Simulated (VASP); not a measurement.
# Pt (Fm-3m) in VASP: a series of runs

Pt is run at these levels: PBE; tasks: single point.

Program: VASP 6.6.1. These are calculated values, not measurements. Logs are shortened: lines on timing, memory, paths and dates and some standing lists are left out, and cuts for length are marked.

### 1 The cell of the first run

It takes space group Fm-3m (No. 225, cubic). The conventional cell has a = 3.973 Å, b = 3.973 Å, c = 3.973 Å, α = 90.00°, β = 90.00°, γ = 90.00°. Pt (site symmetry m-3m) has 12 Pt at 2.81 Å within 3.7 Å.

### 2 Single point, PBE

The input, INCAR:

```
PREC = Accurate
ENCUT = 520
EDIFF = 1E-6
ISMEAR = 1
SIGMA = 0.05
LREAL = F
LASPH = T
NELM = 100
ALGO = Normal
ISIF = 2
LWAVE = F
LCHARG = F
GGA = PE
NBANDS = 11
```

The input, KPOINTS:

```
regular mesh
0
Gamma
  13 13 13
```

The input, POSCAR:

```
Pt
1.0
    0.0000000000      1.9867042750      1.9867042750
    1.9867042750      0.0000000000      1.9867042750
    1.9867042750      1.9867042750      0.0000000000
Pt
1
Direct
    0.0000000000      0.0000000000      0.0000000000
```

Potentials or basis: VASP PAW PBE potentials, release 64 (Pt).

Started as:

```
> cat potpaw_PBE.64/Pt/POTCAR > POTCAR
> mpirun -np 1 vasp_std > vasp.out
```

OUTCAR:

```text
PREC = Accurate
   ENCUT = 520
   EDIFF = 1E-6
   ISMEAR = 1
   LREAL = F
   LASPH = T
   NELM = 100
   ISIF = 2
   GGA = PE

 ion  position               nearest neighbor table
   1  0.000  0.000  0.000-

  LATTYP: Found a face centered cubic cell.
 ALAT       =     3.9734085500

  Lattice vectors:

 A1 = (   0.0000000000,   1.9867042750,   1.9867042750)
 A2 = (   1.9867042750,   0.0000000000,   1.9867042750)
 A3 = (   1.9867042750,   1.9867042750,   0.0000000000)

Analysis of symmetry for initial positions (statically):
=====================================================================
 Subroutine PRICEL returns:
 Original cell was already a primitive cell.

 Routine SETGRP: Setting up the symmetry group for a
 face centered cubic supercell.

 Subroutine GETGRP returns: Found 48 space group operations
 (whereof 48 operations were pure point group operations)
 out of a pool of 48 trial point group operations.

The static configuration has the point symmetry O_h .

Analysis of symmetry for dynamics (positions and initial velocities):
=====================================================================
 Subroutine PRICEL returns:
 Original cell was already a primitive cell.

 Routine SETGRP: Setting up the symmetry group for a
 face centered cubic supercell.

 Subroutine GETGRP returns: Found 48 space group operations
 (whereof 48 operations were pure point group operations)
 out of a pool of 48 trial point group operations.

The dynamic configuration has the point symmetry O_h .

 Subroutine INISYM returns: Found 48 space group operations
 (whereof 48 operations are pure point group operations),
 and found     1 'primitive' translations

----------------------------------------------------------------------------------------

                                     Primitive cell

  volume of cell :      15.6830

  direct lattice vectors                    reciprocal lattice vectors
     0.000000000  1.986704275  1.986704275    -0.251673088  0.251673088  0.251673088
     1.986704275  0.000000000  1.986704275     0.251673088 -0.251673088  0.251673088
     1.986704275  1.986704275  0.000000000     0.251673088  0.251673088 -0.251673088

  length of vectors
     2.809624130  2.809624130  2.809624130     0.435910575  0.435910575  0.435910575

  position of ions in fractional coordinates (direct lattice)
     0.000000000  0.000000000  0.000000000

  ion indices of the primitive-cell ions
   primitive index   ion index
                 1           1

----------------------------------------------------------------------------------------

 KPOINTS: regular mesh

Automatic generation of k-mesh.
 Grid dimensions read from file:
 generate k-points for:   13   13   13

 Generating k-lattice:

  Cartesian coordinates                     Fractional coordinates (reciprocal lattice)
    -0.019359468  0.019359468  0.019359468     0.076923077  0.000000000  0.000000000
     0.019359468 -0.019359468  0.019359468     0.000000000  0.076923077  0.000000000
     0.019359468  0.019359468 -0.019359468     0.000000000  0.000000000  0.076923077

  Length of vectors
     0.033531583  0.033531583  0.033531583

  Shift w.r.t. Gamma in fractional coordinates (k-lattice)
     0.000000000  0.000000000  0.000000000

 Subroutine IBZKPT returns following result:
 ===========================================

 Found     84 irreducible k-points:

 Following reciprocal coordinates:
            Coordinates               Weight
  0.000000  0.000000  0.000000      1.000000
  0.076923  0.000000  0.000000      8.000000
  0.153846  0.000000  0.000000      8.000000
  0.230769  0.000000  0.000000      8.000000
  0.307692  0.000000  0.000000      8.000000
  0.384615  0.000000  0.000000      8.000000
[... 16 lines left out ...]
  0.384615  0.153846  0.000000     24.000000
  0.461538  0.153846  0.000000     24.000000
 [... further k-points ...]
   k-points           NKPTS =     84   k-points in BZ     NKDIM =     84   number of bands    NBANDS=     11
   number of dos      NEDOS =    301   number of ions     NIONS =      1
   total plane-waves  NPLWV =  13824
   dimension x,y,z NGX =    24 NGY =   24 NGZ =   24
   dimension x,y,z NGXF=    48 NGYF=   48 NGZF=   48
   ions per type =               1
   NGX,Y,Z   is equivalent  to a cutoff of  14.20, 14.20, 14.20 a.u.
   NGXF,Y,Z  is equivalent  to a cutoff of  28.40, 28.40, 28.40 a.u.
 SYSTEM =  unknown system
   PREC   = accura    normal or accurate (medium, high low for compatibility)
   ISTART =      0    job   : 0-new  1-cont  2-samecut
   ICHARG =      2    charge: 1-file 2-atom 10-const
   ISPIN  =      1    spin polarized calculation?
   LNONCOLLINEAR =      F non collinear calculations
   LSORBIT =      F    spin-orbit coupling
   LASPH  =      T    aspherical Exc in radial PAW
   ENCUT  =  520.0 eV  38.22 Ry    6.18 a.u.   5.22  5.22  5.22*2*pi/ulx,y,z
   NELM   =    100;   NELMIN=  2; NELMDL= -5     # of ELM steps
   EDIFF  = 0.1E-05   stopping-criterion for ELM
   LREAL  =      F    real-space projection
   EDIFFG = 0.1E-04   stopping-criterion for IOM
   NSW    =      0    number of steps for IOM
   IBRION =     -1    ionic relax: 0-MD 1-quasi-New 2-CG
   NFREE  =      0    steps in history (QN), initial steepest desc. (CG)
   ISIF   =      2    stress and relaxation
   ISYM   =      2    0-nonsym 1-usesym 2-fastsym
   POTIM  = 0.5000    time-step for ionic-motion
   TEBEG  =    0.0;   TEEND  =   0.0 temperature during run
   PSTRESS=    0.0 pullay stress
   NELECT =      10.0000    total number of electrons
   NUPDOWN=      -1.0000    fix difference up-down
   EMIN   =  10.00;   EMAX   =-10.00  energy-range for DOS
   EFERMI =   0.00;   METHOD = LEGACY
   ISMEAR =     1;   SIGMA  =   0.05  broadening in eV -4-tet -1-fermi 0-gaus
   EFERMI_NEDOS =   21; number of points for ismear=-14 and -15
   IALGO  =     38    algorithm
   IMIX   =      4    mixing-type and parameters
     AMIX     =   0.40;   BMIX     =  1.00
     AMIX_MAG =   1.60;   BMIX_MAG =  1.00
  volume/ion in A,a.u.               =      15.68       105.83
  Fermi-wavevector in a.u.,A,eV,Ry     =   1.409067  2.662750 27.013952  1.985469
  Thomas-Fermi vector in A             =   2.531161
   LORBIT       =      0    0 simple, 1 ext, 2 COOP (PROOUT), +10 PAW based schemes
   GGA     = PE    functional components
   LHFCALC =     F    Hartree Fock is set to
   AEXX    =    0.0000 exact exchange contribution
   IVDW    =     0    specifies the selected vdW correction
   LEPSILON=     F    determine dielectric tensor
   LRPA    =     F    only Hartree local field effects (RPA)
 non-spin polarized calculation
 Methfessel and Paxton  Order N= 1 SIGMA  =   0.05
  energy-cutoff  :      520.00
  volume of cell :       15.68
 maximum number of plane-waves:       440
 NGX is ok and might be reduce to    24
   NGX = 11   NGY = 11   NGZ = 11

 number of electron      10.0000002 magnetization

 Free energy of the ion-electron system (eV)
  ---------------------------------------------------
  ext. energy  EPLUGINS =         0.00000000
  ---------------------------------------------------
  free energy    TOTEN  =        -6.08747431 eV

  energy without entropy =       -6.08691885  energy(sigma->0) =       -6.08728915

 E-fermi :  10.5214     XC(G=0): -13.2585

 val. band max:       10.5124177651   @ k =  -0.4615   0.3077   0.0769
 cond. band min:      10.5337413549   @ k =  -0.4615   0.2308   0.0000
 fundamental gap:      0.0213235898
 Fermi energy:        10.5214311782

 k-point     1 :       0.0000    0.0000    0.0000
  band No.  band energies     occupation
      1       0.7446      2.00000
      2       6.9637      2.00000
      3       6.9637      2.00000
      4       6.9637      2.00000
      5       8.9829      2.00000
      6       8.9829      2.00000
      7      25.2690      0.00000
      8      30.0158      0.00000
      9      30.0158      0.00000
     10      30.0158      0.00000
     11      35.2221      0.00000

 k-point     2 :       0.0769    0.0000    0.0000
  band No.  band energies     occupation
      1       0.9729      2.00000
      2       6.8673      2.00000
      3       7.0514      2.00000
      4       7.0514      2.00000
      5       8.9367      2.00000
      6       8.9367      2.00000
      7      25.6093      0.00000
      8      28.8554      0.00000
      9      30.3562      0.00000
     10      30.3562      0.00000
     11      36.3890      0.00000

 k-point     3 :       0.1538    0.0000    0.0000
  band No.  band energies     occupation
      1       1.6166      2.00000
      2       6.6595      2.00000
      3       7.2440      2.00000
      4       7.2440      2.00000
      5       8.8830      2.00000
      6       8.8830      2.00000
      7      26.3751      0.00000
      8      26.7569      0.00000
      9      31.3088      0.00000
     10      31.3088      0.00000
     11      35.3491      0.00000

 k-point     4 :       0.2308    0.0000    0.0000
  band No.  band energies     occupation
      1       2.5095      2.00000
      2       6.5878      2.00000
      3       7.3312      2.00000
      4       7.3312      2.00000
      5       9.0565      2.00000
      6       9.0565      2.00000
      7      24.2611      0.00000
      8      26.9106      0.00000
      9      32.5461      0.00000
     10      32.5461      0.00000
     11      33.7366      0.00000

 k-point     5 :       0.3077    0.0000    0.0000
  band No.  band energies     occupation
      1       3.2607      2.00000
      2       7.0932      2.00000
      3       7.2124      2.00000
      4       7.2124      2.00000
      5       9.5451      2.00000
      6       9.5451      2.00000
      7      21.5212      0.00000
      8      26.2604      0.00000
      9      32.0712      0.00000
     10      32.0712      0.00000
     11      34.5712      0.00000
[... 211 lines left out ...]
 k-point    21 :       0.2308    0.1538    0.0000
  band No.  band energies     occupation
      1       2.6229      2.00000
      2       5.9937      2.00000
      3       7.5897      2.00000
      4       7.8416      2.00000
      5       8.3320      2.00000
      6       9.4714      2.00000
      7      26.5656      0.00000
      8      27.8221      0.00000
      9      29.1565      0.00000
     10      30.0360      0.00000
     11      34.1731      0.00000

 k-point    22 :       0.3077    0.1538    0.0000
  band No.  band energies     occupation
      1       3.4815      2.00000
      2       5.9013      2.00000
      3       7.1891      2.00000
      4       7.9065      2.00000
      5       9.1614      2.00000
      6       9.8490      2.00000
      7      23.8614      0.00000
      8      27.6485      0.00000
      9      28.6060      0.00000
     10      30.3223      0.00000
     11      34.2031      0.00000

 k-point    23 :       0.3846    0.1538    0.0000
  band No.  band energies     occupation
      1       4.0629      2.00000
      2       6.3010      2.00000
      3       6.8538      2.00000
      4       7.7774      2.00000
      5      10.3184      2.00000
      6      10.3843      2.00073
      7      20.7874      0.00000
      8      26.6844      0.00000
      9      27.9885      0.00000
     10      29.8674      0.00000
     11      36.0892      0.00000

 k-point    24 :       0.4615    0.1538    0.0000
  band No.  band energies     occupation
      1       4.2188      2.00000
      2       6.4797      2.00000
      3       7.3222      2.00000
      4       7.6020      2.00000
      5      10.5973     -0.05382
      6      11.9538      0.00000
      7      17.8514      0.00000
      8      25.8993      0.00000
      9      27.7261      0.00000
     10      28.6584      0.00000
     11      37.1360      0.00000

 [... further k-points ...]

------------------------ aborting loop because EDIFF is reached ----------------------------------------

  FORCE on cell =-STRESS in cart. coord.  units (eV):
  Direction    XX          YY          ZZ          XY          YZ          ZX
  --------------------------------------------------------------------------------------
  -------------------------------------------------------------------------------------
  Total       -0.1270186     -0.1270186     -0.1270186      0.0000000     -0.0000000      0.0000000
  in kB      -12.9762177    -12.9762177    -12.9762177      0.0000000     -0.0000000      0.0000000
  external PRESSURE =     -12.9762177 kB  Pullay stress =       0.0000000 kB

 VOLUME and BASIS-vectors are now :
 -----------------------------------------------------------------------------
  energy-cutoff  :      520.00
  volume of cell :       15.68
      direct lattice vectors                 reciprocal lattice vectors
     0.000000000  1.986704275  1.986704275    -0.251673088  0.251673088  0.251673088
     1.986704275  0.000000000  1.986704275     0.251673088 -0.251673088  0.251673088
     1.986704275  1.986704275  0.000000000     0.251673088  0.251673088 -0.251673088

 POSITION                                       TOTAL-FORCE (eV/Angst)
 -----------------------------------------------------------------------------------
      0.00000      0.00000      0.00000         0.000000     -0.000000     -0.000000
 -----------------------------------------------------------------------------------
    total drift:                                0.000000     -0.000000     -0.000000

  FREE ENERGIE OF THE ION-ELECTRON SYSTEM (eV)
  ---------------------------------------------------
  free  energy   TOTEN  =        -6.0874743070 eV

  energy  without entropy=       -6.0869188451  energy(sigma->0) =       -6.08728915
```

Wall time 11 s (1 thread of AMD EPYC 7R13 (Zen 3), shared host); peak memory 0.12 GiB.

What came out:

| Property | Result |
| --- | --- |
| Free energy | -6.0875 eV |
| Pressure | -1.3 GPa |
| Band gap on the k mesh | zero (band 5 reaches 10.91 eV, above the bottom of band 6 at 8.88 eV) |

Caveat: spin-orbit coupling is left out, which moves the levels of the heavy elements.

### 3 Single point, PBE

This run uses another cell than the first one, of 16.14 Å³/atom, 1.029 times its volume.

The input, INCAR:

```
SYSTEM = Pt
ALGO = Normal
EDIFF = 1E-7
ENCUT = 520
GGA = PE
ISIF = 2
ISMEAR = 1
LASPH = .True.
LCHARG = .False.
LREAL = .False.
LWAVE = .False.
NBANDS = 11
NELM = 60
PREC = Accurate
SIGMA = 0.05
```

The input, KPOINTS:

```
k-points
0
Gamma
  13 13 13
  0 0 0
```

The input, POSCAR:

```
Pt
1.0
    0.0000000000      2.0056264069      2.0056264069
    2.0056264069      0.0000000000      2.0056264069
    2.0056264069      2.0056264069      0.0000000000
Pt
1
Direct
    0.0000000000      0.0000000000      0.0000000000
```

Potentials or basis: VASP PAW PBE potentials, release 64 (Pt).

Started as:

```
> cat potpaw_PBE.64/Pt/POTCAR > POTCAR
> mpirun -np 1 vasp_std > vasp.out
```

Wall time 12 s (1 thread of AMD EPYC 7R13 (Zen 3), shared host); peak memory 0.12 GiB.

The run converged. Its results:

* Free energy: -6.0749 eV
* Pressure: -7.7 GPa
* Band gap on the k mesh: zero (band 5 reaches 10.37 eV, above the bottom of band 6 at 8.44 eV)

Levels at points of the mesh, in eV from the Fermi level:
```tsv
k point	band 1	band 2	band 3	band 4	band 5	band 6	band 7	band 8	band 9	band 10
(0.00, 0.00, 0.00)	-9.47	-3.39	-3.39	-3.39	-1.47	-1.47	14.81	19.40	19.40	19.40
```

Caveat: spin-orbit coupling is left out, which moves the levels of the heavy elements.
